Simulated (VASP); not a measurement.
# Au (Cmcm) in VASP: notebook, part 2 of 2

VASP 6.6.1.

## 4. Relaxation of cell and atoms, r2SCAN, target pressure 15 GPa, at which the enthalpy is minimised

This run uses another cell than the first one, of 16.20 Å³/atom.

Input file POSCAR:

```
Au
1.0
    1.3844822112     -2.4811684734      0.0000000000
    1.3844822112      2.4811684734      0.0000000000
    0.0000000000      0.0000000000      4.7164137214
Au
2
Direct
    0.6631069889      0.3368930111      0.2500000000
    0.3368930111      0.6631069889      0.7500000000
```

Input file INCAR.step1:

```
SYSTEM = Au
PREC     = Accurate       ! precision mode
ENCUT    = 600            ! plane-wave cutoff, eV
ISMEAR   = 0              ! smearing method
SIGMA    = 0.1            ! smearing width, eV
LREAL    = .False.        ! projectors in reciprocal space
LASPH    = .True.         ! aspherical terms in the spheres
NELM     = 100            ! most SCF steps
GGA      = PE             ! functional
ALGO     = Normal         ! electronic algorithm
EDIFF    = 1E-4           ! SCF threshold, eV
LWAVE    = .True.         ! write WAVECAR
LCHARG   = .False.        ! write CHGCAR
KPAR     = 4
```

Input file INCAR.step2:

```
SYSTEM = Au
PREC     = Accurate       ! precision mode
ENCUT    = 600            ! plane-wave cutoff, eV
EDIFF    = 1E-6           ! SCF threshold, eV
ISMEAR   = 0              ! smearing method
SIGMA    = 0.1            ! smearing width, eV
LREAL    = .False.        ! projectors in reciprocal space
LASPH    = .True.         ! aspherical terms in the spheres
NELM     = 100            ! most SCF steps
ALGO     = Normal         ! electronic algorithm
ISIF     = 3              ! what is computed and relaxed
LWAVE    = .False.        ! write WAVECAR
LCHARG   = .False.        ! write CHGCAR
METAGGA  = R2SCAN         ! meta-GGA
LMIXTAU  = .True.       
IBRION   = 2              ! ionic algorithm
NSW      = 70             ! ionic steps
EDIFFG   = -0.008         ! ionic threshold
PSTRESS  = 150.0        
ISTART   = 1            
KPAR     = 4
```

Input file KPOINTS:

```
Automatic mesh
0
Gamma
  16 16 10
  0 0 0
```

Potentials or basis: VASP PAW PBE potentials, release 64 (Au).

Started as:

```console
$ cat potpaw_PBE.64/Au/POTCAR > POTCAR
$ cp INCAR.step1 INCAR
$ mpirun -np 4 vasp_std > vasp.out
$ cp INCAR.step2 INCAR
$ mpirun -np 4 vasp_std > vasp.out
```

OUTCAR:

```text
SYSTEM = Au
   PREC = Accurate
   ENCUT = 600
   EDIFF = 1E-6
   ISMEAR = 0
   LREAL = .False.
   LASPH = .True.
   NELM = 100
   ISIF = 3
   METAGGA = R2SCAN
   IBRION = 2
   NSW = 70
   EDIFFG = -0.008
   PSTRESS = 150.0
   ISTART = 1

 ion  position               nearest neighbor table
   1  0.663  0.337  0.250-   2 2.86   2 2.86   2 2.87   2 2.87   2 2.87   2 2.87
   2  0.337  0.663  0.750-   1 2.86   1 2.86   1 2.87   1 2.87   1 2.87   1 2.87

  LATTYP: Found a base centered orthorhombic cell.
 ALAT       =     2.7689644224
 B/A-ratio  =     1.7921273768
 C/A-ratio  =     1.7033132254

  Lattice vectors:

 A1 = (   1.3844822112,  -2.4811684734,   0.0000000000)
 A2 = (   1.3844822112,   2.4811684734,   0.0000000000)
 A3 = (   0.0000000000,   0.0000000000,   4.7164137214)

Analysis of symmetry for initial positions (statically):
=====================================================================
 Subroutine PRICEL returns:
 Original cell was already a primitive cell.

 Routine SETGRP: Setting up the symmetry group for a
 base centered orthorhombic supercell.

 Subroutine GETGRP returns: Found  8 space group operations
 (whereof  4 operations were pure point group operations)
 out of a pool of  8 trial point group operations.

The static configuration has the point symmetry C_2h.
 The point group associated with its full space group is D_2h.

Analysis of symmetry for dynamics (positions and initial velocities):
=====================================================================
 Subroutine PRICEL returns:
[... 195 lines left out ...]
--------------------------------------- Ionic step        2  -------------------------------------------

 number of electron      22.0000001 magnetization

 E-fermi :   9.8349     XC(G=0): -13.8474

 val. band max:        9.8223147560   @ k =   0.5000   0.4375   0.1000
 cond. band min:       9.8576415217   @ k =   0.5000   0.3125   0.3000
 fundamental gap:      0.0353267657
 Fermi energy:         9.8349387811

 k-point     1 :       0.0000    0.0000    0.0000
  band No.  band energies     occupation
      1      -0.5926      2.00000
      2       1.8710      2.00000
      3       4.5350      2.00000
      4       4.6035      2.00000
      5       5.0200      2.00000
      6       5.0570      2.00000
      7       5.3553      2.00000
      8       5.7767      2.00000
      9       5.9921      2.00000
     10       7.3761      2.00000
     11       7.4307      2.00000
     12       8.7329      2.00000
     13      12.8404      0.00000
     14      25.1641      0.00000
[... 566 lines left out ...]
--------------------------------------- Ionic step        6  -------------------------------------------

 number of electron      22.0000000 magnetization

 Free energy of the ion-electron system (eV)
  ---------------------------------------------------
  ext. energy  EPLUGINS =         0.00000000
  ---------------------------------------------------
  free energy    TOTEN  =      -101.05874812 eV

  energy without entropy =     -101.05602949  energy(sigma->0) =     -101.05738880

 E-fermi :  10.0808     XC(G=0): -13.9503

 val. band max:       10.0742324125   @ k =   0.5000   0.4375   0.1000
 cond. band min:      10.1141476421   @ k =   0.5000   0.4375   0.0000
 fundamental gap:      0.0399152296
 Fermi energy:        10.0807871654

 k-point     1 :       0.0000    0.0000    0.0000
  band No.  band energies     occupation
      1      -0.5091      2.00000
      2       1.9745      2.00000
      3       4.6938      2.00000
      4       4.7649      2.00000
      5       5.1919      2.00000
      6       5.2247      2.00000
      7       5.5314      2.00000
      8       5.9659      2.00000
      9       6.1861      2.00000
     10       7.6047      2.00000
     11       7.6615      2.00000
     12       8.9060      2.00000
     13      13.1668      0.00000
     14      25.4011      0.00000
[... 448 lines left out ...]
  energy  without entropy=     -101.0560294871  energy(sigma->0) =     -101.05738880

  enthalpy is  TOTEN    =       -98.0084825044 eV   P V=        3.0502656114

 reached required accuracy - stopping structural energy minimisation
```

OSZICAR.step1:

```text
N       E                     dE             d eps       ncg     rms          rms(c)
DAV:   1     0.135476936542E+03    0.13548E+03   -0.13169E+04 13148   0.161E+03
DAV:   2    -0.497422608132E+01   -0.14045E+03   -0.13531E+03 13966   0.312E+02
DAV:   3    -0.676317793727E+01   -0.17890E+01   -0.17799E+01 16374   0.372E+01
DAV:   4    -0.677052971673E+01   -0.73518E-02   -0.73514E-02 15268   0.237E+00
DAV:   5    -0.677058960711E+01   -0.59890E-04   -0.59890E-04 16584   0.229E-01    0.156E+01
DAV:   6    -0.628189935629E+01    0.48869E+00   -0.10300E+00 13840   0.103E+01    0.965E+00
DAV:   7    -0.623710813710E+01    0.44791E-01   -0.18164E-01 15492   0.426E+00    0.315E+00
DAV:   8    -0.623085836532E+01    0.62498E-02   -0.19723E-02 14197   0.136E+00    0.403E-01
DAV:   9    -0.623082951229E+01    0.28853E-04   -0.56820E-05 11638   0.805E-02
   1 F= -.62308295E+01 E0= -.62294217E+01  d E =-.281571E-02
```

Wall time 19 min (4 MPI ranks of Oxide Virtual Turin-like, shared host); peak memory 0.33 GiB.

Results:

```yaml
Free_energy: -101.0587 eV
Relaxed_volume: 16.29 Å³/atom
Relaxed_cell: a = 2.845 Å, b = 2.845 Å, c = 4.717 Å, α = 90.00°, β = 90.00°, γ = 121.46°
Space_group_after_relaxing_to_0.1_Å: Cmcm (No. 63)
Energy_change_on_relaxing_the_run_minimises_the_enthalpy: -8.8 meV/atom
Ionic_steps: 6
Pressure_after_relaxing: 15.0 GPa
Band_gap_on_the_k_mesh: zero (bands 11 and 12 overlap by 7.28 eV)
```

The path:
```tsv
step	energy change (eV)	largest force (eV/Å)	pressure (GPa)	volume (Å³)
1	0.0000	0.0063	16.35	32.40
2	-0.0565	0.0005	11.77	33.05
3	-0.0188	0.0042	14.94	32.59
4	-0.0191	0.0041	14.91	32.60
5	-0.0180	0.0012	14.97	32.59
6	-0.0176	0.0008	15.01	32.58
```

Final structure:
```
Au
1.0
     1.39123   -2.48215    0.00000
     1.39123    2.48215    0.00000
     0.00000    0.00000    4.71737
Au
2
Direct
  0.66304 0.33696 0.25000
  0.33696 0.66304 0.75000
```

Caveat: the cell is relaxed towards a set pressure, so the run minimises the enthalpy, not the energy; the PAW data sets were made with another functional, which shifts forces and pressure a little; spin-orbit coupling is left out, which moves the levels of the heavy elements.

## 5. Summary

```csv
task,cell,cutoff (eV),gap on the mesh (eV),pressure (GPa)
single point,"a = 2.876, b = 2.876, c = 4.773 Å, angles 90.0, 90.0, 121.7°, 2 atoms, atomic positions A",520,none,8.3
single point,"a = 2.902, b = 2.902, c = 4.821 Å, angles 90.0, 90.0, 121.8°, 2 atoms, atomic positions B",520,none,3.3
relaxation of cell and atoms,"relaxed to 15 GPa from a = 2.841, b = 2.841, c = 4.716 Å, angles 90.0, 90.0, 121.7°, 2 atoms, atomic positions A",600,none,15.0
```

Alike in all rows: level r2SCAN; potentials or basis VASP PAW PBE potentials, release 64 (Au); no spin polarisation; k mesh 16 × 16 × 10; smearing gaussian 0.1 eV.

Caveats: the PAW data sets were made with another functional, which shifts forces and pressure a little; spin-orbit coupling is left out, which moves the levels of the heavy elements; the cell stands under pressure (at least some runs); the cell is relaxed towards a set pressure, so the run minimises the enthalpy, not the energy (at least some runs).

Total energies depend on the potentials used, so only differences within one code and one set of settings carry meaning.

The gap in the log of VASP goes by the Fermi energy; the results here count the filled bands.